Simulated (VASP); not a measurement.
Input of a VASP 6.6.1 run:

The input INCAR:

```
PREC = Accurate ; ENCUT = 520
EDIFF = 1E-6 ; ISMEAR = 0
SIGMA = 0.15 ; LREAL = False
LASPH = True ; NELM = 100
ALGO = Fast ; ISIF = 2
LWAVE = False ; LCHARG = False
GGA = CA ; NBANDS = 20
```

File KPOINTS:

```
Automatic mesh
0
Gamma
  18 18 10
```

Contents of POSCAR:

```
In
1.0
    3.4294911602      0.0000000000      0.0000000000
   -1.7147455801      2.9700264668      0.0000000000
    0.0000000000      0.0000000000      5.2112581903
In
2
Direct
    0.3333333333      0.6666666667      0.2500000000
    0.6666666667      0.3333333333      0.7500000000
```

Potentials or basis: VASP PAW LDA potentials, release 64 (In_d).

The run is started by

```sh
$ cat potpaw_LDA.64/In_d/POTCAR > POTCAR
$ mpirun -np 1 vasp_std > vasp.out
```

Task: Predict the pressure.

Result: -2.6 GPa.

Task: Estimate the band gap on the k mesh.

Result: Zero (bands 13 and 14 overlap by 7.01 eV).

Stress tensor (GPa, compression positive):
```
-2.89  0.00  0.00
 0.00 -2.89  0.00
 0.00  0.00 -2.02
```

Caveat: spin-orbit coupling is left out, which moves the levels of the heavy elements.
